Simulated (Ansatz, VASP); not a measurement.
One calculation of MgPtC4N4, two programs

The input INCAR:

```
PREC     = Accurate       # precision mode
ENCUT    = 520            # plane-wave cutoff, eV
EDIFF    = 1E-6           # SCF threshold, eV
ISMEAR   = 0              # smearing method
SIGMA    = 0.1            # smearing width, eV
LREAL    = F              # projectors in reciprocal space
LASPH    = T              # aspherical terms in the spheres
NELM     = 150            # most SCF steps
ALGO     = Normal         # electronic algorithm
ISIF     = 2              # what is computed and relaxed
LWAVE    = F              # write WAVECAR
LCHARG   = F              # write CHGCAR
ISPIN    = 2              # spin polarisation
MAGMOM   = 0 1 0 0 0 0 0 0 0 0 # initial moments
LORBIT   = 11             # projections on sites
LMAXMIX  = 4              # l up to which the mixer works
GGA      = PE             # functional
NBANDS   = 39             # bands
```

Contents of KPOINTS:

```
regular mesh
0
Gamma
  4 4 4
```

The input POSCAR:

```
MgPtC4N4
1.0
    5.9553680300      0.0000000000      0.0000000000
    0.0000000000      5.9553680300      0.0000000000
    0.0000000000      0.0000000000      5.9553680300
Mg Pt C N
1 1 4 4
Direct
    0.0000000000      0.0000000000      0.0000000000
    0.5000000000      0.5000000000      0.5000000000
    0.1919534700      0.1919534700      0.1919534700
    0.1919534700      0.8080465300      0.8080465300
    0.8080465300      0.1919534700      0.8080465300
    0.8080465300      0.8080465300      0.1919534700
    0.3053805100      0.3053805100      0.3053805100
    0.3053805100      0.6946194900      0.6946194900
    0.6946194900      0.3053805100      0.6946194900
    0.6946194900      0.6946194900      0.3053805100
```

Input for Ansatz:

```yaml
crystal:
  lattice:
    - [5.95536803, 0.0, 0.0]
    - [0.0, 5.95536803, 0.0]
    - [0.0, 0.0, 5.95536803]
  atoms:
    - { symbol: Mg, position: [0.0, 0.0, 0.0] }
    - { symbol: Pt, position: [0.5, 0.5, 0.5], spin: 1.0 }
    - { symbol: C, position: [0.19195347, 0.19195347, 0.19195347] }
    - { symbol: C, position: [0.19195347, 0.80804653, 0.80804653] }
    - { symbol: C, position: [0.80804653, 0.19195347, 0.80804653] }
    - { symbol: C, position: [0.80804653, 0.80804653, 0.19195347] }
    - { symbol: "N", position: [0.30538051, 0.30538051, 0.30538051] }
    - { symbol: "N", position: [0.30538051, 0.69461949, 0.69461949] }
    - { symbol: "N", position: [0.69461949, 0.30538051, 0.69461949] }
    - { symbol: "N", position: [0.69461949, 0.69461949, 0.30538051] }
basis:
  ecutwfc: 420
kpoints:
  mp_grid: { grid: [4, 4, 4] }
hamiltonian:
  xc: pbe
scf:
  occupations: { method: gaussian, width: 0.1 }
  lower_state_search: "off"
output:
  forces: true
  stress: true
  eigenvalues: true
  populations: true
magnetization:
  spin_polarized: true
```

Alike in both runs: task single point; functional PBE; k mesh 4 × 4 × 4; occupations gaussian, width 0.1 eV; collinear spin.

|  | VASP | Ansatz |
| --- | --- | --- |
| version | VASP 6.6.1 | Ansatz 0.2.0 |
| potentials or method | VASP PAW PBE potentials, release 64 (Mg, Pt, C, N), cutoff 520 eV | scalar-relativistic, plane waves, PAW |
| valence electrons in the cell | 48 | 64 |

|  | VASP | Ansatz | Ansatz less VASP |
| --- | --- | --- | --- |
| gap on the k mesh at the Fermi level (eV) | none | none | - |
| pressure (GPa) | 6.4 | 6.0 | -0.34 |
| rms of the force components (eV/Å) | 0.635 | 0.787 | +0.1520 |
| net moment per atom (μB) | 0.20 | 0.20 | 0.000 |
| size of the moment on the site where the two differ most (μB) | 1.24 | 0.87 | -0.367 |

Site moments also hang on the region over which each program counts them. Atom by atom the forces differ by 0.187 eV/Å (rms over components). A gap of «none» marks a metal or a gap that the smearing closes. With one functional, cell and mesh, what is left measures potentials, basis and numerics. VASP's potentials hold 48 valence electrons a cell and Ansatz's 64, so a difference there can come from the potentials and not from the codes.

Neither program's run includes spin-orbit coupling. Noted on VASP's run: the standard files for N, O and F lose accuracy on very short bonds.
